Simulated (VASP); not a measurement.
# ZrTi3C4 (I4/mmm) in VASP: single point with PBE

Aim: the single point of ZrTi3C4 with PBE.

Program: VASP 6.6.1. These are calculated values, not measurements. Logs are shortened: lines on timing, memory, paths and dates and some standing lists are left out, and cuts for length are marked.

### Step 1. The cell of the first run

The structure is tetragonal, space group I4/mmm (No. 139). The conventional cell has a = 4.450 Å, b = 4.450 Å, c = 8.859 Å, α = 90.00°, β = 90.00°, γ = 90.00°. Within 2.9 Å of Zr (site symmetry 4/mmm) lie 6 C at 2.22 to 2.27 Å. Within 2.9 Å of Ti (site symmetry 4/mmm) lie 6 C at 2.16 to 2.22 Å. Ti (site symmetry -4m2) has 6 C at 2.21 to 2.23 Å within 2.9 Å. C (site symmetry 4mm) has 5 Ti at 2.16 to 2.23 Å and 1 Zr at 2.27 Å within 2.9 Å. C (site symmetry mmm) has 4 Ti at 2.21 to 2.22 Å and 2 Zr at 2.22 Å within 2.9 Å.

### Step 2. Single point, PBE, collinear spin

Contents of INCAR:

```
SYSTEM = ZrTi3C4
PREC     = Accurate       ! precision mode
ENCUT    = 520            ! plane-wave cutoff, eV
EDIFF    = 1E-6           ! SCF threshold, eV
ISMEAR   = 0              ! smearing method
SIGMA    = 0.1            ! smearing width, eV
LREAL    = .FALSE.        ! projectors in reciprocal space
LASPH    = .TRUE.         ! aspherical terms in the spheres
NELM     = 150            ! most SCF steps
ALGO     = Normal         ! electronic algorithm
ISIF     = 2              ! what is computed and relaxed
LWAVE    = .FALSE.        ! write WAVECAR
LCHARG   = .FALSE.        ! write CHGCAR
ISPIN    = 2              ! spin polarisation
MAGMOM   = 1 1 1 1 0 0 0 0 ! initial moments
LORBIT   = 11             ! projections on sites
LMAXMIX  = 4              ! l up to which the mixer works
GGA      = PE             ! functional
NBANDS   = 46             ! bands
```

Contents of KPOINTS:

```
regular mesh
0
G
  6 6 6
  0 0 0
```

Contents of POSCAR:

```
ZrTi3C4
1.0
   -2.2248556322      2.2248556322      4.4296601087
    2.2248556322     -2.2248556322      4.4296601087
    2.2248556322      2.2248556322     -4.4296601087
Zr Ti C
1 3 4
Direct
    0.0000000000      0.0000000000      0.0000000000
    0.5000000000      0.5000000000      0.0000000000
    0.7500000000      0.2500000000      0.5000000000
    0.2500000000      0.7500000000      0.5000000000
    0.7439552306      0.7439552306      0.0000000000
    0.2560447694      0.2560447694      0.0000000000
    0.5000000000      0.0000000000      0.5000000000
    0.0000000000      0.5000000000      0.5000000000
```

Potentials or basis: VASP PAW PBE potentials, release 64 (Zr_sv, Ti_sv, C).

Command:

```sh
$ cat potpaw_PBE.64/Zr_sv/POTCAR potpaw_PBE.64/Ti_sv/POTCAR potpaw_PBE.64/C/POTCAR > POTCAR
$ mpirun -np 1 vasp_std > vasp.out
```

OUTCAR:

```text
SYSTEM = ZrTi3C4
   PREC = Accurate
   ENCUT = 520
   EDIFF = 1E-6
   ISMEAR = 0
   LREAL = .FALSE.
   LASPH = .TRUE.
   NELM = 150
   ISIF = 2
   ISPIN = 2
   LORBIT = 11
   GGA = PE

 ion  position               nearest neighbor table
   1  0.000  0.000  0.000-   7 2.22   8 2.22   8 2.22   7 2.22   5 2.27   6 2.27   3 3.14   3 3.14
                             4 3.14   4 3.14   3 3.14   4 3.14   3 3.14   4 3.14   2 3.15   2 3.15
   2  0.500  0.500  0.000-   5 2.16   6 2.16   7 2.22   8 2.22   7 2.22   8 2.22   1 3.15   1 3.15
                             1 3.15   1 3.15
   3  0.750  0.250  0.500-   7 2.21   8 2.21   6 2.23   5 2.23   6 2.23   5 2.23   1 3.14   1 3.14
                             1 3.14   1 3.14
   4  0.250  0.750  0.500-   7 2.21   8 2.21   6 2.23   5 2.23   6 2.23   5 2.23   1 3.14   1 3.14
                             1 3.14   1 3.14
   5  0.744  0.744  0.000-   2 2.16   3 2.23   4 2.23   3 2.23   4 2.23   1 2.27
   6  0.256  0.256  0.000-   2 2.16   3 2.23   4 2.23   4 2.23   3 2.23   1 2.27
   7  0.500  0.000  0.500-   3 2.21   4 2.21   1 2.22   2 2.22   2 2.22   1 2.22
   8  0.000  0.500  0.500-   3 2.21   4 2.21   1 2.22   2 2.22   1 2.22   2 2.22

  LATTYP: Found a body centered tetragonal cell.
 ALAT       =     4.4497112644
 C/A-ratio  =     1.9909876599

  Lattice vectors:

 A1 = (  -2.2248556322,   2.2248556322,   4.4296601087)
 A2 = (   2.2248556322,  -2.2248556322,   4.4296601087)
 A3 = (   2.2248556322,   2.2248556322,  -4.4296601087)

Analysis of symmetry for initial positions (statically):
=====================================================================
 Subroutine PRICEL returns:
 Original cell was already a primitive cell.

 Routine SETGRP: Setting up the symmetry group for a
 body centered tetragonal supercell.

 Subroutine GETGRP returns: Found 16 space group operations
 (whereof 16 operations were pure point group operations)
 out of a pool of 16 trial point group operations.

The static configuration has the point symmetry D_4h.

Analysis of symmetry for dynamics (positions and initial velocities):
=====================================================================
 Subroutine PRICEL returns:
 Original cell was already a primitive cell.

 Routine SETGRP: Setting up the symmetry group for a
 body centered tetragonal supercell.

 Subroutine GETGRP returns: Found 16 space group operations
 (whereof 16 operations were pure point group operations)
 out of a pool of 16 trial point group operations.

The dynamic configuration has the point symmetry D_4h.

Analysis of structural, dynamic, and magnetic symmetry:
=====================================================================
 Subroutine PRICEL returns:
 Original cell was already a primitive cell.

 Routine SETGRP: Setting up the symmetry group for a
 body centered tetragonal supercell.

 Subroutine GETGRP returns: Found 16 space group operations
 (whereof 16 operations were pure point group operations)
 out of a pool of 16 trial point group operations.

The overall configuration has the point symmetry D_4h.

 Subroutine INISYM returns: Found 16 space group operations
 (whereof 16 operations are pure point group operations),
 and found     1 'primitive' translations

----------------------------------------------------------------------------------------

                                     Primitive cell

  volume of cell :      87.7070

  direct lattice vectors                    reciprocal lattice vectors
    -2.224855632  2.224855632  4.429660109     0.000000000  0.224733683  0.112875478
     2.224855632 -2.224855632  4.429660109     0.224733683  0.000000000  0.112875478
     2.224855632  2.224855632 -4.429660109     0.224733683  0.224733683  0.000000000

  length of vectors
     5.433401683  5.433401683  5.433401683     0.251487776  0.251487776  0.317821422

  position of ions in fractional coordinates (direct lattice)
     0.000000000  0.000000000  0.000000000
     0.500000000  0.500000000  0.000000000
     0.750000000  0.250000000  0.500000000
     0.250000000  0.750000000  0.500000000
     0.743955231  0.743955231  0.000000000
     0.256044769  0.256044769  0.000000000
     0.500000000  0.000000000  0.500000000
     0.000000000  0.500000000  0.500000000

  ion indices of the primitive-cell ions
   primitive index   ion index
                 1           1
                 2           2
                 3           3
                 4           4
                 5           5
                 6           6
                 7           7
                 8           8

[... 65 lines left out ...]
   ISPIN  =      2    spin polarized calculation?
   LNONCOLLINEAR =      F non collinear calculations
   LSORBIT =      F    spin-orbit coupling
   LASPH  =      T    aspherical Exc in radial PAW
   ENCUT  =  520.0 eV  38.22 Ry    6.18 a.u.  10.10 10.10 10.10*2*pi/ulx,y,z
   NELM   =    150;   NELMIN=  2; NELMDL= -5     # of ELM steps
   EDIFF  = 0.1E-05   stopping-criterion for ELM
   LREAL  =      F    real-space projection
   EDIFFG = 0.1E-04   stopping-criterion for IOM
   NSW    =      0    number of steps for IOM
   IBRION =     -1    ionic relax: 0-MD 1-quasi-New 2-CG
   NFREE  =      0    steps in history (QN), initial steepest desc. (CG)
   ISIF   =      2    stress and relaxation
   ISYM   =      2    0-nonsym 1-usesym 2-fastsym
   POTIM  = 0.5000    time-step for ionic-motion
   TEBEG  =    0.0;   TEEND  =   0.0 temperature during run
   PSTRESS=    0.0 pullay stress
   NELECT =      64.0000    total number of electrons
   NUPDOWN=      -1.0000    fix difference up-down
   EMIN   =  10.00;   EMAX   =-10.00  energy-range for DOS
   EFERMI =   0.00;   METHOD = LEGACY
   ISMEAR =     0;   SIGMA  =   0.10  broadening in eV -4-tet -1-fermi 0-gaus
   EFERMI_NEDOS =   21; number of points for ismear=-14 and -15
   IALGO  =     38    algorithm
   IMIX   =      4    mixing-type and parameters
     AMIX     =   0.40;   BMIX     =  1.00
     AMIX_MAG =   1.60;   BMIX_MAG =  1.00
  volume/ion in A,a.u.               =      10.96        73.98
  Fermi-wavevector in a.u.,A,eV,Ry     =   1.473862  2.785195 29.555514  2.172269
  Thomas-Fermi vector in A             =   2.588703
   LORBIT       =     11    0 simple, 1 ext, 2 COOP (PROOUT), +10 PAW based schemes
   GGA     = PE    functional components
   LHFCALC =     F    Hartree Fock is set to
   AEXX    =    0.0000 exact exchange contribution
   IVDW    =     0    specifies the selected vdW correction
   LEPSILON=     F    determine dielectric tensor
   LRPA    =     F    only Hartree local field effects (RPA)
 spin polarized calculation
 Gauss-broadening in eV      SIGMA  =   0.10
  energy-cutoff  :      520.00
  volume of cell :       87.71
 maximum number of plane-waves:      2397
   NGX = 21   NGY = 21   NGZ = 21

 number of electron      63.9999991 magnetization      -0.0004866

 number of electron      63.9999991 magnetization       0.0000074

 Free energy of the ion-electron system (eV)
  ---------------------------------------------------
  ext. energy  EPLUGINS =         0.00000000
  ---------------------------------------------------
  free energy    TOTEN  =       -75.06210413 eV

  energy without entropy =      -75.05325839  energy(sigma->0) =      -75.05768126

 E-fermi :   9.3740     XC(G=0): -12.4826

 val. band max:        9.3391118127   @ k =   0.1667   0.0000  -0.0000
 cond. band min:       9.3742558056   @ k =  -0.1667   0.1667   0.1667
 fundamental gap:      0.0351439930
 Fermi energy:         9.3739825130

 spin component 1

 k-point     1 :       0.0000    0.0000    0.0000
  band No.  band energies     occupation
      1     -47.3908      1.00000
      2     -47.3509      1.00000
      3     -47.2789      1.00000
      4     -38.1803      1.00000
      5     -23.7301      1.00000
      6     -23.7175      1.00000
[... 1117 lines left out ...]
     43      12.7547      0.00000
     44      13.4485      0.00000

 [... further k-points ...]

 spin component 2

 k-point     1 :       0.0000    0.0000    0.0000
  band No.  band energies     occupation
      1     -47.3908      1.00000
      2     -47.3509      1.00000
      3     -47.2789      1.00000
      4     -38.1803      1.00000
      5     -23.7301      1.00000
      6     -23.7175      1.00000
[... 1117 lines left out ...]
     43      12.7547      0.00000
     44      13.4485      0.00000

 [... further k-points ...]

 [bands above 44 left out]

------------------------ aborting loop because EDIFF is reached ----------------------------------------

  FORCE on cell =-STRESS in cart. coord.  units (eV):
  Direction    XX          YY          ZZ          XY          YZ          ZX
  --------------------------------------------------------------------------------------
  -------------------------------------------------------------------------------------
  Total        0.0485391      0.0485391      0.0557622      0.0000000     -0.0000000      0.0000000
  in kB        0.8866824      0.8866824      1.0186304      0.0000000     -0.0000000      0.0000000
  external PRESSURE =       0.9306651 kB  Pullay stress =       0.0000000 kB

 VOLUME and BASIS-vectors are now :
 -----------------------------------------------------------------------------
  energy-cutoff  :      520.00
  volume of cell :       87.71
      direct lattice vectors                 reciprocal lattice vectors
    -2.224855632  2.224855632  4.429660109     0.000000000  0.224733683  0.112875478
     2.224855632 -2.224855632  4.429660109     0.224733683  0.000000000  0.112875478
     2.224855632  2.224855632 -4.429660109     0.224733683  0.224733683  0.000000000

 POSITION                                       TOTAL-FORCE (eV/Angst)
 -----------------------------------------------------------------------------------
      0.00000      0.00000      0.00000        -0.000000     -0.000000      0.000000
      0.00000      0.00000      4.42966        -0.000000     -0.000000      0.000000
      0.00000      2.22486      2.21483        -0.000000     -0.000000      0.000000
      2.22486      0.00000      2.21483        -0.000000     -0.000000      0.000000
      0.00000      0.00000      6.59094        -0.000000     -0.000000     -0.004075
      0.00000      0.00000      2.26838         0.000000      0.000000      0.004075
      0.00000      2.22486      0.00000        -0.000000     -0.000000      0.000000
      2.22486      0.00000      0.00000        -0.000000     -0.000000     -0.000000
 -----------------------------------------------------------------------------------
    total drift:                               -0.000000     -0.000000      0.000000

  FREE ENERGIE OF THE ION-ELECTRON SYSTEM (eV)
  ---------------------------------------------------
  free  energy   TOTEN  =       -75.0621041266 eV

  energy  without entropy=      -75.0532583901  energy(sigma->0) =      -75.05768126

 total charge

# of ion       s       p       d       tot
------------------------------------------
    1        2.200   6.072   1.792  10.064
    2        2.190   6.223   1.908  10.321
    3        2.185   6.215   1.889  10.289
    4        2.185   6.215   1.889  10.289
    5        0.892   1.478   0.000   2.370
    6        0.892   1.478   0.000   2.370
    7        0.896   1.500   0.000   2.396
    8        0.896   1.500   0.000   2.396
--------------------------------------------------
tot         12.335  30.681   7.477  50.494

 magnetization (x)

# of ion       s       p       d       tot
------------------------------------------
    1        0.000  -0.000   0.000   0.000
    2        0.000  -0.000   0.000   0.000
    3        0.000  -0.000   0.000   0.000
    4        0.000  -0.000   0.000   0.000
    5        0.000  -0.000   0.000  -0.000
    6        0.000  -0.000   0.000  -0.000
    7       -0.000  -0.000   0.000  -0.000
    8       -0.000  -0.000   0.000  -0.000
--------------------------------------------------
tot          0.000  -0.000   0.000   0.000
```

Wall time 9.3 min (1 thread of AMD EPYC 7R43 (Zen 3), shared host); peak memory 0.37 GiB.

Results:

| Quantity | Value |
| --- | --- |
| Free energy | -75.0621 eV |
| Pressure | 0.1 GPa |
| Largest force | 0.004 eV/Å |
| Band gap on the k mesh | zero (filled and empty bands overlap) |
| Net moment | 0.00 μB per cell |
| Valence electrons inside the program's atomic spheres | Zr 10.06; Ti 10.32, 10.29 (each value once); C 2.37, 2.40 (each value once) |

Forces in eV/Å, atoms in the order of the input:
```
Zr   0.000  0.000  0.000
Ti   0.000  0.000  0.000
Ti   0.000  0.000  0.000
Ti   0.000  0.000  0.000
C    0.000  0.000 -0.004
C    0.000  0.000  0.004
C    0.000  0.000  0.000
C    0.000  0.000  0.000
```

The gap in the log of VASP goes by the Fermi energy; the results here count the filled bands.